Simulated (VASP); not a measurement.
# InSb (Fm-3m) in VASP: further runs

The runs below take InSb through single point, with PBEsol.

Program: VASP 6.6.1. These are calculated values, not measurements. Logs are shortened: lines on timing, memory, paths and dates and some standing lists are left out, and cuts for length are marked.

## Step 1: The cell of the first run

Symmetry: Fm-3m, No. 225, cubic system. Conventional cell: a = 6.147 Å, b = 6.147 Å, c = 6.147 Å, α = 90.00°, β = 90.00°, γ = 90.00°. In (site symmetry m-3m) has 6 Sb at 3.07 Å within 4.0 Å. Within 4.0 Å of Sb (site symmetry m-3m) lie 6 In at 3.07 Å.

## Step 2: Single point, PBEsol

The input, INCAR:

```
SYSTEM = InSb
ALGO = Normal
EDIFF = 1E-7
ENCUT = 520
GGA = PS
ISIF = 2
ISMEAR = 0
LASPH = .True.
LCHARG = .False.
LREAL = .False.
LWAVE = .False.
NBANDS = 16
NELM = 60
PREC = Accurate
SIGMA = 0.15
```

The input, KPOINTS:

```
k-points
0
Gamma
  14 14 14
  0 0 0
```

The input, POSCAR:

```
InSb
1.0
    0.0000000000      3.0735130000      3.0735130000
    3.0735130000      0.0000000000      3.0735130000
    3.0735130000      3.0735130000      0.0000000000
In Sb
1 1
Direct
    0.0000000000      0.0000000000      0.0000000000
    0.5000000000      0.5000000000      0.5000000000
```

Potentials or basis: VASP PAW PBE potentials, release 64 (In_d, Sb).

Command:

```bash
$ cat potpaw_PBE.64/In_d/POTCAR potpaw_PBE.64/Sb/POTCAR > POTCAR
$ mpirun -np 1 vasp_std > vasp.out
```

OUTCAR:

```text
SYSTEM = InSb
   EDIFF = 1E-7
   ENCUT = 520
   GGA = PS
   ISIF = 2
   ISMEAR = 0
   LASPH = .True.
   LREAL = .False.
   NELM = 60
   PREC = Accurate

 ion  position               nearest neighbor table
   1  0.000  0.000  0.000-   2 3.07   2 3.07   2 3.07   2 3.07   2 3.07   2 3.07
   2  0.500  0.500  0.500-   1 3.07   1 3.07   1 3.07   1 3.07   1 3.07   1 3.07

  LATTYP: Found a face centered cubic cell.
 ALAT       =     6.1470260000

  Lattice vectors:

 A1 = (   0.0000000000,   3.0735130000,   3.0735130000)
 A2 = (   3.0735130000,   0.0000000000,   3.0735130000)
 A3 = (   3.0735130000,   3.0735130000,   0.0000000000)

Analysis of symmetry for initial positions (statically):
=====================================================================
 Subroutine PRICEL returns:
 Original cell was already a primitive cell.

 Routine SETGRP: Setting up the symmetry group for a
 face centered cubic supercell.

 Subroutine GETGRP returns: Found 48 space group operations
 (whereof 48 operations were pure point group operations)
 out of a pool of 48 trial point group operations.

The static configuration has the point symmetry O_h .

Analysis of symmetry for dynamics (positions and initial velocities):
=====================================================================
 Subroutine PRICEL returns:
 Original cell was already a primitive cell.

 Routine SETGRP: Setting up the symmetry group for a
 face centered cubic supercell.

 Subroutine GETGRP returns: Found 48 space group operations
 (whereof 48 operations were pure point group operations)
 out of a pool of 48 trial point group operations.

The dynamic configuration has the point symmetry O_h .

 Subroutine INISYM returns: Found 48 space group operations
 (whereof 48 operations are pure point group operations),
 and found     1 'primitive' translations

----------------------------------------------------------------------------------------

                                     Primitive cell

  volume of cell :      58.0678

  direct lattice vectors                    reciprocal lattice vectors
     0.000000000  3.073513000  3.073513000    -0.162680295  0.162680295  0.162680295
     3.073513000  0.000000000  3.073513000     0.162680295 -0.162680295  0.162680295
     3.073513000  3.073513000  0.000000000     0.162680295  0.162680295 -0.162680295

  length of vectors
     4.346603769  4.346603769  4.346603769     0.281770535  0.281770535  0.281770535

  position of ions in fractional coordinates (direct lattice)
     0.000000000  0.000000000  0.000000000
     0.500000000  0.500000000  0.500000000

  ion indices of the primitive-cell ions
   primitive index   ion index
                 1           1
                 2           2

----------------------------------------------------------------------------------------

 KPOINTS: k-points

Automatic generation of k-mesh.
 Grid dimensions read from file:
 generate k-points for:   14   14   14

 Generating k-lattice:

  Cartesian coordinates                     Fractional coordinates (reciprocal lattice)
    -0.011620021  0.011620021  0.011620021     0.071428571  0.000000000  0.000000000
     0.011620021 -0.011620021  0.011620021     0.000000000  0.071428571  0.000000000
     0.011620021  0.011620021 -0.011620021     0.000000000  0.000000000  0.071428571

  Length of vectors
     0.020126467  0.020126467  0.020126467

  Shift w.r.t. Gamma in fractional coordinates (k-lattice)
     0.000000000  0.000000000  0.000000000

 Subroutine IBZKPT returns following result:
 ===========================================

 Found    104 irreducible k-points:

 Following reciprocal coordinates:
            Coordinates               Weight
  0.000000  0.000000  0.000000      1.000000
  0.071429  0.000000  0.000000      8.000000
  0.142857  0.000000  0.000000      8.000000
  0.214286  0.000000  0.000000      8.000000
  0.285714  0.000000  0.000000      8.000000
  0.357143  0.000000  0.000000      8.000000
[... 16 lines left out ...]
  0.214286  0.142857  0.000000     24.000000
  0.285714  0.142857  0.000000     24.000000
 [... further k-points ...]
   k-points           NKPTS =    104   k-points in BZ     NKDIM =    104   number of bands    NBANDS=     16
   number of dos      NEDOS =    301   number of ions     NIONS =      2
   total plane-waves  NPLWV =  32768
   dimension x,y,z NGX =    32 NGY =   32 NGZ =   32
   dimension x,y,z NGXF=    64 NGYF=   64 NGZF=   64
   ions per type =               1   1
   NGX,Y,Z   is equivalent  to a cutoff of  12.24, 12.24, 12.24 a.u.
   NGXF,Y,Z  is equivalent  to a cutoff of  24.48, 24.48, 24.48 a.u.
 SYSTEM =  InSb
   PREC   = accura    normal or accurate (medium, high low for compatibility)
   ISTART =      0    job   : 0-new  1-cont  2-samecut
   ICHARG =      2    charge: 1-file 2-atom 10-const
   ISPIN  =      1    spin polarized calculation?
   LNONCOLLINEAR =      F non collinear calculations
   LSORBIT =      F    spin-orbit coupling
   LASPH  =      T    aspherical Exc in radial PAW
   ENCUT  =  520.0 eV  38.22 Ry    6.18 a.u.   8.08  8.08  8.08*2*pi/ulx,y,z
   NELM   =     60;   NELMIN=  2; NELMDL= -5     # of ELM steps
   EDIFF  = 0.1E-06   stopping-criterion for ELM
   LREAL  =      F    real-space projection
   EDIFFG = 0.1E-05   stopping-criterion for IOM
   NSW    =      0    number of steps for IOM
   IBRION =     -1    ionic relax: 0-MD 1-quasi-New 2-CG
   NFREE  =      0    steps in history (QN), initial steepest desc. (CG)
   ISIF   =      2    stress and relaxation
   ISYM   =      2    0-nonsym 1-usesym 2-fastsym
   POTIM  = 0.5000    time-step for ionic-motion
   TEBEG  =    0.0;   TEEND  =   0.0 temperature during run
   PSTRESS=    0.0 pullay stress
   NELECT =      18.0000    total number of electrons
   NUPDOWN=      -1.0000    fix difference up-down
   EMIN   =  10.00;   EMAX   =-10.00  energy-range for DOS
   EFERMI =   0.00;   METHOD = LEGACY
   ISMEAR =     0;   SIGMA  =   0.15  broadening in eV -4-tet -1-fermi 0-gaus
   EFERMI_NEDOS =   21; number of points for ismear=-14 and -15
   IALGO  =     38    algorithm
   IMIX   =      4    mixing-type and parameters
     AMIX     =   0.40;   BMIX     =  1.00
     AMIX_MAG =   1.60;   BMIX_MAG =  1.00
  volume/ion in A,a.u.               =      29.03       195.93
  Fermi-wavevector in a.u.,A,eV,Ry     =   1.107951  2.093724 16.701910  1.227556
  Thomas-Fermi vector in A             =   2.244472
   LORBIT       =      0    0 simple, 1 ext, 2 COOP (PROOUT), +10 PAW based schemes
   GGA     = PS    functional components
   LHFCALC =     F    Hartree Fock is set to
   AEXX    =    0.0000 exact exchange contribution
   IVDW    =     0    specifies the selected vdW correction
   LEPSILON=     F    determine dielectric tensor
   LRPA    =     F    only Hartree local field effects (RPA)
 non-spin polarized calculation
 Gauss-broadening in eV      SIGMA  =   0.15
  energy-cutoff  :      520.00
  volume of cell :       58.07
 maximum number of plane-waves:      1588
   NGX = 17   NGY = 17   NGZ = 17

 number of electron      18.0000004 magnetization

 Free energy of the ion-electron system (eV)
  ---------------------------------------------------
  ext. energy  EPLUGINS =         0.00000000
  ---------------------------------------------------
  free energy    TOTEN  =        -7.51211384 eV

  energy without entropy =       -7.49430742  energy(sigma->0) =       -7.50321063

 E-fermi :   6.4176     XC(G=0):  -9.8554

 val. band max:        6.4130041214   @ k =   0.1429   0.0000   0.0000
 cond. band min:       6.4215030932   @ k =   0.4286   0.1429   0.0714
 fundamental gap:      0.0084989718
 Fermi energy:         6.4175972466

 k-point     1 :       0.0000    0.0000    0.0000
  band No.  band energies     occupation
      1      -7.8849      2.00000
      2      -7.8849      2.00000
      3      -7.8551      2.00000
      4      -7.8551      2.00000
      5      -7.8551      2.00000
      6      -4.4888      2.00000
[... 8 lines left out ...]
     15      12.5744      0.00000
     16      12.5744      0.00000

 k-point     2 :       0.0714    0.0000    0.0000
  band No.  band energies     occupation
      1      -7.8862      2.00000
      2      -7.8862      2.00000
      3      -7.8551      2.00000
      4      -7.8540      2.00000
      5      -7.8540      2.00000
      6      -4.4350      2.00000
[... 8 lines left out ...]
     15      12.7251      0.00000
     16      12.7251      0.00000

 k-point     3 :       0.1429    0.0000    0.0000
  band No.  band energies     occupation
      1      -7.8900      2.00000
      2      -7.8900      2.00000
      3      -7.8552      2.00000
      4      -7.8506      2.00000
      5      -7.8506      2.00000
      6      -4.2749      2.00000
[... 8 lines left out ...]
     15      13.0576      0.00000
     16      13.0576      0.00000

 k-point     4 :       0.2143    0.0000    0.0000
  band No.  band energies     occupation
      1      -7.8961      2.00000
      2      -7.8961      2.00000
      3      -7.8554      2.00000
      4      -7.8453      2.00000
      5      -7.8453      2.00000
      6      -4.0144      2.00000
[... 8 lines left out ...]
     15      13.5804      0.00000
     16      13.5804      0.00000
[... 324 lines left out ...]
 k-point    22 :       0.1429    0.1429    0.0000
  band No.  band energies     occupation
      1      -7.9027      2.00000
      2      -7.8815      2.00000
      3      -7.8588      2.00000
      4      -7.8478      2.00000
      5      -7.8478      2.00000
      6      -4.2000      2.00000
[... 8 lines left out ...]
     15      13.9664      0.00000
     16      13.9664      0.00000

 k-point    23 :       0.2143    0.1429    0.0000
  band No.  band energies     occupation
      1      -7.9124      2.00000
      2      -7.8818      2.00000
      3      -7.8598      2.00000
      4      -7.8440      2.00000
      5      -7.8431      2.00000
      6      -4.0041      2.00000
[... 8 lines left out ...]
     15      14.3701      0.00000
     16      14.4666      0.00000

 k-point    24 :       0.2857    0.1429    0.0000
  band No.  band energies     occupation
      1      -7.9217      2.00000
      2      -7.8860      2.00000
      3      -7.8594      2.00000
      4      -7.8403      2.00000
      5      -7.8368      2.00000
      6      -3.7128      2.00000
[... 8 lines left out ...]
     15      14.8529      0.00000
     16      15.0936      0.00000

 [... further k-points ...]
[... 5 lines left out ...]
  --------------------------------------------------------------------------------------
  -------------------------------------------------------------------------------------
  Total       -0.9686588     -0.9686588     -0.9686588      0.0000000      0.0000000      0.0000000
  in kB      -26.7267562    -26.7267562    -26.7267562      0.0000000      0.0000000      0.0000000
  external PRESSURE =     -26.7267562 kB  Pullay stress =       0.0000000 kB

 VOLUME and BASIS-vectors are now :
 -----------------------------------------------------------------------------
  energy-cutoff  :      520.00
  volume of cell :       58.07
      direct lattice vectors                 reciprocal lattice vectors
     0.000000000  3.073513000  3.073513000    -0.162680295  0.162680295  0.162680295
     3.073513000  0.000000000  3.073513000     0.162680295 -0.162680295  0.162680295
     3.073513000  3.073513000  0.000000000     0.162680295  0.162680295 -0.162680295

 POSITION                                       TOTAL-FORCE (eV/Angst)
 -----------------------------------------------------------------------------------
      0.00000      0.00000      0.00000         0.000000     -0.000000      0.000000
      3.07351      3.07351      3.07351        -0.000000      0.000000     -0.000000
 -----------------------------------------------------------------------------------
    total drift:                                0.000000     -0.000000     -0.000000

  FREE ENERGIE OF THE ION-ELECTRON SYSTEM (eV)
  ---------------------------------------------------
  free  energy   TOTEN  =        -7.5121138355 eV

  energy  without entropy=       -7.4943074199  energy(sigma->0) =       -7.50321063
```

Run time: 31 s. Hardware: 1 thread of Intel Xeon Platinum 8488C (Sapphire Rapids), shared host; peak memory 0.24 GiB.

What came out:

```yaml
Free_energy: -7.5121 eV
Pressure: -2.7 GPa
Band_gap_on_the_k_mesh: zero (band 9 reaches 7.01 eV, above the bottom of band 10 at 4.33 eV)
```

Caveat: the PAW data sets were made with another functional, which shifts forces and pressure a little; spin-orbit coupling is left out, which moves the levels of the heavy elements.

## Step 3: Single point, PBEsol

The input, INCAR:

```
SYSTEM = InSb
PREC = Accurate ; ENCUT = 520
EDIFF = 1E-7 ; ISMEAR = 0
SIGMA = 0.15 ; LREAL = .FALSE.
LASPH = .TRUE. ; NELM = 80
ALGO = Normal ; ISIF = 2
LWAVE = .FALSE. ; LCHARG = .FALSE.
GGA = PS ; NBANDS = 16
```

The input, KPOINTS:

```
Automatic mesh
0
G
  16 16 16
  0 0 0
```

POSCAR is that of step 2.

Potentials or basis: VASP PAW PBE potentials, release 64 (In_d, Sb).

Command:

```bash
$ cat potpaw_PBE.64/In_d/POTCAR potpaw_PBE.64/Sb/POTCAR > POTCAR
$ mpirun -np 1 vasp_std > vasp.out
```

It took 48 s on 1 thread of Intel Xeon Platinum 8488C (Sapphire Rapids), shared host; peak memory 0.27 GiB.

Results (log left out):

| Property | Result |
| --- | --- |
| Free energy | -7.5161 eV |
| Pressure | -2.7 GPa |
| Band gap on the k mesh | zero (band 9 reaches 7.01 eV, above the bottom of band 10 at 4.33 eV) |

Levels at points of the mesh, in eV from the Fermi level:
```csv
k point,band 5,band 6,band 7,band 8,band 9,band 10,band 11,band 12,band 13,band 14
"(0.00, 0.00, 0.00)",-14.31,-10.93,-0.58,-0.05,-0.05,-0.05,5.98,5.98,5.98,6.13
"(0.50, 0.00, 0.00)",-14.28,-9.16,-6.40,0.33,0.33,2.11,2.43,2.43,3.15,9.86
"(0.50, 0.50, 0.00)",-14.26,-8.47,-4.41,-3.39,-2.11,-2.11,3.19,8.15,8.15,9.96
```

Caveat: the PAW data sets were made with another functional, which shifts forces and pressure a little; spin-orbit coupling is left out, which moves the levels of the heavy elements.
